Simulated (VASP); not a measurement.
The system is RbVF3.

```
Rb V F
1.0
     4.18200    0.00000    0.00000
     0.00000    4.18200    0.00000
     0.00000    0.00000    4.18200
Rb V F
1 1 3
Direct
  0.00000 0.00000 0.00000
  0.50000 0.50000 0.50000
  0.50000 0.50000 0.00000
  0.00000 0.50000 0.50000
  0.50000 0.00000 0.50000
```

Base run:

* Program: VASP 6.6.1
* Functional: LDA
* Potentials or basis: VASP PAW LDA potentials, release 64 (Rb_sv, V_sv, F)
* Cutoff: 520 eV
* k mesh: 5 × 5 × 5
* Occupations: gaussian, width 0.05 eV
* Spin: collinear spin, ferromagnetic start
* Starting moments: [0.01, 2.54, 0.08, 0.08, 0.08] μB
* Fixed moment: 3.3 μB
* Hubbard terms: V d U = 4.0 eV

Its results: pressure -0.9 GPa; site moments Rb +0.01; V +2.78; F +0.06 μB.

Task: The run is repeated on the same cell with these changes: fixed moment from 3.3 μB to 2.7 μB; moments at the start from [0.01, 2.54, 0.08, 0.08, 0.08] to [-0.01, 2.37, 0.01, 0.01, 0.01]. What comes out?

Result: Pressure -3.2 GPa; site moments Rb -0.01; V +2.54; F +0.01 μB.

Caveats: the total moment is fixed, so each spin has its own Fermi level and the state may be an excited one; the cell stands under tension (at least some runs).
